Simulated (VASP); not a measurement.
Ta4Ga: single point with PBE

The system is Ta4Ga.

```
Ta Ga
1.0
     3.37063   -4.04220    0.00000
     3.37063    4.04220    0.00000
     0.00000    0.00000    3.07142
Ta Ga
4 1
Direct
  0.73274 0.26726 0.50000
  0.28356 0.28356 0.00000
  0.71644 0.71644 0.00000
  0.26726 0.73274 0.50000
  0.50000 0.50000 0.50000
```

The cell was generated, and may not be a known phase.

```json
{
 "Program": "VASP 6.6.1",
 "Task": "single point",
 "Functional": "PBE",
 "Potentials or basis": "VASP PAW PBE potentials, release 64 (Ta_pv, Ga_d)",
 "Cutoff": "520 eV",
 "k mesh": "4 × 4 × 6",
 "Occupations": "gaussian, width 0.1 eV",
 "Spin": "no spin polarisation"
}
```

The pressure is 101.5 GPa. The largest force is 24.875 eV/Å and the band gap on the k mesh is zero (an odd number of electrons rules out a gap without spin polarisation).

Forces on the atoms (eV/Å):
```
Ta    0.000 -24.875   0.000
Ta  -16.040   0.000   0.000
Ta   16.040   0.000   0.000
Ta    0.000  24.875   0.000
Ga    0.000   0.000   0.000
```

Stress tensor (GPa, compression positive):
```
 68.30   0.00   0.00
  0.00 153.72   0.00
  0.00   0.00  82.55
```

Levels at points of the mesh, in eV from the Fermi level:
```tsv
k point	band 25	band 26	band 27	band 28	band 29	band 30	band 31	band 32	band 33	band 34
(0.00, 0.00, 0.00)	-0.86	-0.61	-0.25	0.18	0.18	0.50	1.00	2.03	2.75	3.33
(0.50, 0.00, 0.00)	-1.85	-0.62	-0.32	0.08	0.36	0.38	0.51	0.69	2.24	2.87
(0.50, 0.50, 0.00)	-1.97	-1.69	-1.25	-0.57	0.47	0.60	0.95	1.33	1.42	1.86
(0.00, 0.00, 0.50)	-1.95	-1.77	-0.91	-0.32	-0.14	0.02	0.05	0.47	1.88	1.98
(0.50, 0.00, 0.50)	-2.03	-1.39	-1.02	-0.48	-0.40	0.29	0.64	2.54	3.41	4.31
(0.50, 0.50, 0.50)	-1.06	-0.47	0.03	0.33	0.79	0.81	1.31	4.01	4.08	4.32
```

Wall time 64 s on 1 thread of Intel(R) Xeon(R) Platinum 8488C (Sapphire Rapids) (shared host), peak memory 0.22 GiB.

Caveat: atoms lie so close that the PAW spheres overlap strongly, which falsifies energies and pressures; the stress differs along the axes, from 68 to 154 GPa; spin-orbit coupling is left out, which moves the levels of the heavy elements; forces of over 1 eV/Å act on the atoms, so gaps and moduli don't describe the material at rest.
